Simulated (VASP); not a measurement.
Wanted: the native input for a VASP 6.6.1 run.

* Task: single point
* Functional: PBE
* Potentials or basis: VASP PAW PBE potentials, release 64 (Si, Ge_d, P)
* Cutoff: 520 eV
* k mesh: 6 × 6 × 6
* Occupations: gaussian, width 0.1 eV
* Spin: no spin polarisation
* Dipole correction: no
* Further INCAR settings: ALGO = Normal; EDIFF = 1e-07; NBANDS = 28

The structure of Si2GeP3 lies in POSCAR:

```
Si2GeP3
1.0
   -2.4054549424      2.4054549424      4.7903653488
    2.4054549424     -2.4054549424      4.7903653488
    2.4054549424      2.4054549424     -4.7903653488
Si Ge P
2 1 3
Direct
    0.7500000000      0.2500000000      0.5000000000
    0.2500000000      0.7500000000      0.5000000000
    0.5000000000      0.5000000000      0.0000000000
    0.5000000000      0.0000000000      0.5000000000
    0.0000000000      0.5000000000      0.5000000000
    0.0000000000      0.0000000000      0.0000000000
```

The cell was built from a structure type or drawn by symmetry, and may not be a known phase.

One way to write it, as run:

INCAR

```
SYSTEM = Si2GeP3
PREC = Accurate
ENCUT = 520
EDIFF = 1E-7
ISMEAR = 0
SIGMA = 0.1
LREAL = .False.
LASPH = .True.
NELM = 60
ALGO = Normal
ISIF = 2
LWAVE = .False.
LCHARG = .False.
GGA = PE
NBANDS = 28
```

KPOINTS

```
Automatic mesh
0
Gamma
  6 6 6
  0 0 0
```

Potentials or basis: VASP PAW PBE potentials, release 64 (Si, Ge_d, P).

Command:

```console
$ cat potpaw_PBE.64/Si/POTCAR potpaw_PBE.64/Ge_d/POTCAR potpaw_PBE.64/P/POTCAR > POTCAR
$ mpirun -np 1 vasp_std > vasp.out
```

It gave:

```yaml
Pressure: -0.2 GPa
Band_gap_on_the_k_mesh: zero (an odd number of electrons rules out a gap without spin polarisation)
```

It took 120 s on 1 thread of Intel(R) Xeon(R) Platinum 8259CL CPU @ 2.50GHz (Skylake/Cascade Lake), with other jobs on the host, peak memory 0.36 GiB.
